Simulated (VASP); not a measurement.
A run of VASP 6.6.1 is set up as follows.

File INCAR:

```
PREC     = Accurate       # precision mode
ENCUT    = 520            # plane-wave cutoff, eV
EDIFF    = 1E-6           # SCF threshold, eV
ISMEAR   = 0              # smearing method
SIGMA    = 0.1            # smearing width, eV
LREAL    = False          # projectors in reciprocal space
LASPH    = True           # aspherical terms in the spheres
NELM     = 60             # most SCF steps
ALGO     = Normal         # electronic algorithm
ISIF     = 2              # what is computed and relaxed
LWAVE    = False          # write WAVECAR
LCHARG   = False          # write CHGCAR
GGA      = PE             # functional
NBANDS   = 30             # bands
```

KPOINTS

```
Automatic mesh
0
Gamma
  4 2 2
```

POSCAR

```
LiCl
1.0
   -0.0001791316      2.5758857301      2.5844844791
    5.1460771949      2.5718973226     -2.5810846524
   -5.1487142118      2.5748484970     -2.5833734594
Li Cl
4 4
Direct
   -0.0005039156      0.0009462213      1.0006853385
    0.5015839450      0.4987176307      0.9988776128
    0.5013044826     -0.0007403153      0.4989145395
   -0.0008937530      0.5015309118      0.5008088062
    0.0001618457      0.2496848570      0.7498217974
    0.4992638604      0.7504377731      0.7507334391
    0.4994484966      0.2499234194      0.2503054600
   -0.0003649617      0.7494995020      0.2498530066
```

Potentials or basis: VASP PAW PBE potentials, release 64 (Li_sv, Cl).

Launch:

```sh
$ cat potpaw_PBE.64/Li_sv/POTCAR potpaw_PBE.64/Cl/POTCAR > POTCAR
$ mpirun -np 1 vasp_std > vasp.out
```

Question: Estimate the largest force.

Answer: 0.010 eV/Å.

Question: What does it give for the band gap on the k mesh?

Answer: 6.25 eV.

Forces on the atoms (eV/Å):
```
Li  -0.002 -0.002  0.002
Li   0.000  0.001 -0.007
Li  -0.001  0.000 -0.005
Li  -0.004 -0.004  0.005
Cl   0.002  0.001 -0.002
Cl   0.003 -0.004  0.009
Cl   0.003  0.003  0.000
Cl  -0.001  0.004 -0.002
```

Caveat: the k points lie up to 0.53 Å⁻¹ apart. A k mesh can miss the band edges.
